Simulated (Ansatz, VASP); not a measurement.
# WS2 in VASP and in Ansatz

File INCAR:

```
  PREC = Accurate
  ENCUT = 520
  EDIFF = 1E-6
  ISMEAR = 0
  SIGMA = 0.05
  LREAL = F
  LASPH = T
  NELM = 100
  ALGO = Normal
  ISIF = 2
  LWAVE = F
  LCHARG = F
  GGA = PS
  NBANDS = 20
```

File KPOINTS:

```
Automatic mesh
0
Gamma
  12 12 2
```

File POSCAR:

```
WS2
1.0
    3.1457762098      0.0000000000      0.0000000000
   -1.5728881049      2.7243221123      0.0000000000
    0.0000000000      0.0000000000     16.9534209708
W S
1 2
Direct
    0.3333333333      0.6666666667      0.0000000000
    0.6666666667      0.3333333333      0.9112627196
    0.6666666667      0.3333333333      0.0961104236
```

Input for Ansatz:

```yaml
crystal:
  lattice:
    - [3.1457762098, 0.0, 0.0]
    - [-1.5728881049, 2.7243221123, 0.0]
    - [0.0, 0.0, 16.9534209708]
  atoms:
    - { symbol: W, position: [0.3333333333, 0.6666666667, 0.0] }
    - { symbol: S, position: [0.6666666667, 0.3333333333, 0.9112627196] }
    - { symbol: S, position: [0.6666666667, 0.3333333333, 0.0961104236] }
basis:
  ecutwfc: 420
kpoints:
  mp_grid: { grid: [12, 12, 2] }
hamiltonian:
  xc: pbesol
scf:
  occupations: { method: gaussian, width: 0.05 }
output:
  forces: true
  stress: true
  eigenvalues: true
```

Change from the starting cell: all S atoms moved +0.062 Å, as atom 2 towards its neighbour atom 3 (S) at 3.134 Å.

Alike in both runs: task single point; functional PBEsol; k mesh 12 × 12 × 2; occupations gaussian, width 0.05 eV; no spin polarisation.

```csv
,VASP,Ansatz
version,VASP 6.6.1,Ansatz 0.2.0
potentials or method,"VASP PAW PBE potentials, release 64 (W_sv, S), cutoff 520 eV","scalar-relativistic, plane waves, PAW"
valence electrons in the cell,26,26
```

Ansatz gave:

| Quantity | Value |
| --- | --- |
| gap on the k mesh at the Fermi level (eV) | 1.94 |
| least direct gap on the mesh (eV) | 1.94 |
| rms of the force components (eV/Å) | 0.853 |

Which values does VASP return?

gap on the k mesh at the Fermi level (eV): 1.94; least direct gap on the mesh (eV): 1.94; rms of the force components (eV/Å): 0.856.

VASP's potentials were made for PBE, not for PBEsol. Atom by atom the forces differ by 0.011 eV/Å (rms over components).

Spin-orbit coupling is off throughout.
